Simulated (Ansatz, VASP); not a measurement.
AlNi: VASP beside Ansatz

```
Al Ni
1.0
     2.86317    0.00000    0.00000
     0.00000    2.86317    0.00000
     0.00000    0.00000    2.86317
Al Ni
1 1
Direct
  0.00000 0.00000 0.00000
  0.50000 0.50000 0.50000
```

Alike in both runs: functional r2SCAN; k mesh 14 × 14 × 14; occupations gaussian, width 0.1 eV; collinear spin.

Ansatz relaxed the structure, and its values are those at the end. VASP's run is a single point on that final structure, the one shown.

|  | VASP | Ansatz |
| --- | --- | --- |
| version | VASP 6.6.1 | Ansatz 0.2.0 |
| potentials or method | VASP PAW PBE potentials, release 64 (Al, Ni), cutoff 520 eV | scalar-relativistic, plane waves, PAW |
| valence electrons in the cell | 13 | 21 |

VASP gave:

* gap on the k mesh at the Fermi level (eV): none
* pressure (GPa): -0.2
* net moment per atom (μB): 0.00

**Question.** What did Ansatz give for the same quantities?

**Answer.** gap on the k mesh at the Fermi level (eV): none; pressure (GPa): 0.0; net moment per atom (μB): 0.00.

VASP's potentials were made for PBE, not for r2SCAN. A gap of «none» marks a metal or a gap that the smearing closes. VASP's potentials hold 13 valence electrons a cell and Ansatz's 21, so a difference there can come from the potentials and not from the codes. Ansatz's warnings: seeded moment not kept.
